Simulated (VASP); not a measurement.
# Si2Ni (Fm-3m) in VASP: electric field gradients with PBE

Aim: the electric field gradients of Si2Ni with PBE.

All numbers are computed with VASP 6.6.1; they aren't measurements. Logs are shortened: lines on timing, memory, paths and dates and some standing lists are left out, and cuts for length are marked.

## 1. The cell of the first run

It takes space group Fm-3m (No. 225, cubic). The conventional cell has a = 5.406 Å, b = 5.406 Å, c = 5.406 Å, α = 90.00°, β = 90.00°, γ = 90.00°. Si (site symmetry -43m) has 4 Ni at 2.34 Å and 6 Si at 2.70 Å within 3.1 Å. Within 3.1 Å of Ni (site symmetry m-3m) lie 8 Si at 2.34 Å.

## 2. Electric field gradients, PBE, collinear spin, ferromagnetic start

Contents of INCAR:

```
PREC = Accurate ; ENCUT = 520
EDIFF = 1E-8 ; ISMEAR = -1
SIGMA = 0.02 ; LREAL = F
LASPH = T ; NELM = 150
ALGO = Normal ; ISIF = 2
LWAVE = F ; LCHARG = F
ISPIN = 2 ; MAGMOM = 0 0 1.5
LORBIT = 11 ; LMAXMIX = 4
GGA = PE ; LEFG = T
NBANDS = 20
```

Contents of KPOINTS:

```
Automatic mesh
0
Gamma
  14 14 14
```

Contents of POSCAR:

```
Si2Ni
1.0
    0.0000000000      2.7030000000      2.7030000000
    2.7030000000      0.0000000000      2.7030000000
    2.7030000000      2.7030000000      0.0000000000
Si Ni
2 1
Direct
    0.2500000000      0.2500000000      0.2500000000
    0.7500000000      0.7500000000      0.7500000000
    0.0000000000      0.0000000000      0.0000000000
```

Potentials or basis: VASP PAW PBE potentials, release 64 (Si, Ni).

Launch:

```console
cat potpaw_PBE.64/Si/POTCAR potpaw_PBE.64/Ni/POTCAR > POTCAR
mpirun -np 1 vasp_std > vasp.out
```

OUTCAR:

```text
PREC = Accurate
   ENCUT = 520
   EDIFF = 1E-8
   ISMEAR = -1
   LREAL = F
   LASPH = T
   NELM = 150
   ISIF = 2
   ISPIN = 2
   LORBIT = 11
   GGA = PE

 ion  position               nearest neighbor table
   1  0.250  0.250  0.250-   3 2.34   3 2.34   3 2.34   3 2.34   2 2.70   2 2.70   2 2.70   2 2.70
                             2 2.70   2 2.70
   2  0.750  0.750  0.750-   3 2.34   3 2.34   3 2.34   3 2.34   1 2.70   1 2.70   1 2.70   1 2.70
                             1 2.70   1 2.70
   3  0.000  0.000  0.000-   2 2.34   1 2.34   2 2.34   1 2.34   2 2.34   2 2.34   1 2.34   1 2.34

  LATTYP: Found a face centered cubic cell.
 ALAT       =     5.4060000000

  Lattice vectors:

 A1 = (   0.0000000000,   2.7030000000,   2.7030000000)
 A2 = (   2.7030000000,   0.0000000000,   2.7030000000)
 A3 = (   2.7030000000,   2.7030000000,   0.0000000000)

Analysis of symmetry for initial positions (statically):
=====================================================================
 Subroutine PRICEL returns:
 Original cell was already a primitive cell.

 Routine SETGRP: Setting up the symmetry group for a
 face centered cubic supercell.

 Subroutine GETGRP returns: Found 48 space group operations
 (whereof 48 operations were pure point group operations)
 out of a pool of 48 trial point group operations.

The static configuration has the point symmetry O_h .

Analysis of symmetry for dynamics (positions and initial velocities):
=====================================================================
 Subroutine PRICEL returns:
 Original cell was already a primitive cell.

 Routine SETGRP: Setting up the symmetry group for a
 face centered cubic supercell.

 Subroutine GETGRP returns: Found 48 space group operations
 (whereof 48 operations were pure point group operations)
 out of a pool of 48 trial point group operations.

The dynamic configuration has the point symmetry O_h .

Analysis of structural, dynamic, and magnetic symmetry:
=====================================================================
 Subroutine PRICEL returns:
 Original cell was already a primitive cell.

 Routine SETGRP: Setting up the symmetry group for a
[... 727 lines left out ...]
      4       5.2555      1.00000
      5       6.9497      1.00000
      6       6.9497      1.00000
[... 541 lines left out ...]
     19      23.6949      0.00000
     20      25.8564      0.00000

 [... further k-points ...]

------------------------ aborting loop because EDIFF is reached ----------------------------------------

  FORCE on cell =-STRESS in cart. coord.  units (eV):
  Direction    XX          YY          ZZ          XY          YZ          ZX
  --------------------------------------------------------------------------------------
  -------------------------------------------------------------------------------------
  Total        0.8404441      0.8404441      0.8404441     -0.0000000      0.0000000      0.0000000
  in kB       34.0919054     34.0919054     34.0919054     -0.0000000      0.0000000      0.0000000
  external PRESSURE =      34.0919054 kB  Pullay stress =       0.0000000 kB

 VOLUME and BASIS-vectors are now :
 -----------------------------------------------------------------------------
  energy-cutoff  :      520.00
  volume of cell :       39.50
      direct lattice vectors                 reciprocal lattice vectors
     0.000000000  2.703000000  2.703000000    -0.184979652  0.184979652  0.184979652
     2.703000000  0.000000000  2.703000000     0.184979652 -0.184979652  0.184979652
     2.703000000  2.703000000  0.000000000     0.184979652  0.184979652 -0.184979652

 POSITION                                       TOTAL-FORCE (eV/Angst)
 -----------------------------------------------------------------------------------
      1.35150      1.35150      1.35150        -0.000000      0.000000     -0.000000
      4.05450      4.05450      4.05450         0.000000     -0.000000      0.000000
      0.00000      0.00000      0.00000         0.000000     -0.000000     -0.000000
 -----------------------------------------------------------------------------------
    total drift:                               -0.000000     -0.000000      0.000000

  FREE ENERGIE OF THE ION-ELECTRON SYSTEM (eV)
  ---------------------------------------------------
  free  energy   TOTEN  =       -17.3612463191 eV

  energy  without entropy=      -17.3599565146  energy(sigma->0) =      -17.36060142

 Electric field gradients (V/A^2)
---------------------------------------------------------------------
 ion       V_xx      V_yy      V_zz      V_xy      V_xz      V_yz
---------------------------------------------------------------------
   1       0.000    -0.000    -0.000    -0.000    -0.000    -0.000
   2       0.000     0.000    -0.000    -0.000    -0.000    -0.000
   3      -0.000    -0.000    -0.000     0.002     0.002     0.002
---------------------------------------------------------------------

 Electric field gradients after diagonalization (V/A^2)
 (convention: |V_zz| > |V_xx| > |V_yy|)
----------------------------------------------------------------------
 ion       V_xx      V_yy      V_zz     asymmetry (V_yy - V_xx)/ V_zz
----------------------------------------------------------------------
   1       0.000     0.000    -0.000       0.000
   2       0.000     0.000    -0.000       0.000
   3      -0.002    -0.002     0.004       0.000
----------------------------------------------------------------------

           NMR quadrupolar parameters

 Cq : quadrupolar parameter    Cq=e*Q*V_zz/h
 eta: asymmetry parameters     (V_yy - V_xx)/ V_zz
 Q  : nuclear electric quadrupole moment in mb (millibarn)
----------------------------------------------------------------------
 ion       Cq(MHz)       eta       Q (mb)
----------------------------------------------------------------------
   1      -0.000       0.000       1.000
   2      -0.000       0.000       1.000
   3       0.000       0.000       1.000
----------------------------------------------------------------------

 total charge

# of ion       s       p       d       tot
------------------------------------------
    1        0.742   0.844   0.000   1.586
    2        0.742   0.844   0.000   1.586
    3        0.559   0.798   8.452   9.809
--------------------------------------------------
tot          2.043   2.487   8.452  12.981

 magnetization (x)

# of ion       s       p       d       tot
------------------------------------------
    1       -0.000  -0.000   0.000  -0.000
    2       -0.000  -0.000   0.000  -0.000
    3        0.000   0.000   0.000   0.000
--------------------------------------------------
tot         -0.000  -0.000   0.000  -0.000
```

It took 3.1 min on 1 thread of Intel Xeon 6975P-C, shared host; peak memory 0.26 GiB.

What came out:

- Free energy: -17.3612 eV
- Pressure: 3.4 GPa
- Band gap on the k mesh: zero (filled and empty bands overlap)
- Net moment: 0.00 μB per cell
- Valence electrons inside the program's atomic spheres: Si 1.59; Ni 9.81

Levels at points of the mesh, in eV from the Fermi level:
Spin up:
```tsv
k point	band 7	band 8	band 9	band 10	band 11	band 12
(0.00, 0.00, 0.00)	-0.36	1.64	1.64	1.64	2.22	2.22
(0.50, 0.00, 0.00)	-3.38	-1.51	-1.51	1.73	1.75	1.75
(0.50, 0.50, 0.00)	-3.65	-3.49	-3.16	-0.48	1.36	7.67
```
Spin down:
| k point | band 6 | band 7 | band 8 | band 9 | band 10 | band 11 | band 12 | band 13 |
| --- | --- | --- | --- | --- | --- | --- | --- | --- |
| (0.00, 0.00, 0.00) | -3.56 | -0.36 | 1.64 | 1.64 | 1.64 | 2.22 | 2.22 | 2.22 |
| (0.50, 0.00, 0.00) | -3.38 | -3.38 | -1.51 | -1.51 | 1.73 | 1.75 | 1.75 | 2.55 |
| (0.50, 0.50, 0.00) | -3.65 | -3.65 | -3.49 | -3.16 | -0.48 | 1.36 | 7.67 | 8.25 |

Caveat: the starting moments collapsed, and a magnetic state may lie lower; without QUAD_EFG the Cq values of the log hold for a quadrupole moment of 1 mb, not for the nuclei.
